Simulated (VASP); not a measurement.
Set up this calculation in VASP 6.6.1, as the native input.

| Quantity | Value |
| --- | --- |
| Task | single point |
| Functional | PBEsol |
| Potentials or basis | VASP PAW PBE potentials, release 64 (Ba_sv) |
| Cutoff | 520 eV |
| k mesh | 12 × 12 × 8 |
| Occupations | tetrahedron |
| Spin | no spin polarisation |
| Dipole correction | no |
| Further INCAR settings | ALGO = Fast; EDIFF = 1e-06; NBANDS = 17 |

The structure of Ba lies in POSCAR:

```
Ba
1.0
    3.1189953670     -2.2039582263      0.0000000000
    3.1189953670      2.2039582263      0.0000000000
    0.0000000000      0.0000000000      6.2420544467
Ba
2
Direct
    0.7500374795      0.2499625205      0.2500000000
    0.2499625205      0.7500374795      0.7500000000
```

The input as run:

INCAR

```
  PREC = Accurate
  ENCUT = 520
  EDIFF = 1E-6
  ISMEAR = -5
  SIGMA = 0.1
  LREAL = False
  LASPH = True
  NELM = 100
  ALGO = Fast
  ISIF = 2
  LWAVE = False
  LCHARG = False
  GGA = PS
  NBANDS = 17
```

KPOINTS

```
Automatic mesh
0
Gamma
  12 12 8
```

Potentials or basis: VASP PAW PBE potentials, release 64 (Ba_sv).

Run with:

```bash
$ cat potpaw_PBE.64/Ba_sv/POTCAR > POTCAR
$ mpirun -np 1 vasp_std > vasp.out
```

It gave:

```json
{
 "Pressure": "4.4 GPa",
 "Band gap on the k mesh": "zero (bands 10 and 11 overlap by 1.78 eV)"
}
```

Caveat: the cell stands under pressure; the PAW data sets were made with another functional, which shifts forces and pressure a little; spin-orbit coupling is left out, which moves the levels of the heavy elements; tetrahedron occupations give inexact forces and stress in metals.

Wall time 6.9 min on 1 thread of Intel Xeon 8259CL, with other jobs on the host, peak memory 0.39 GiB.
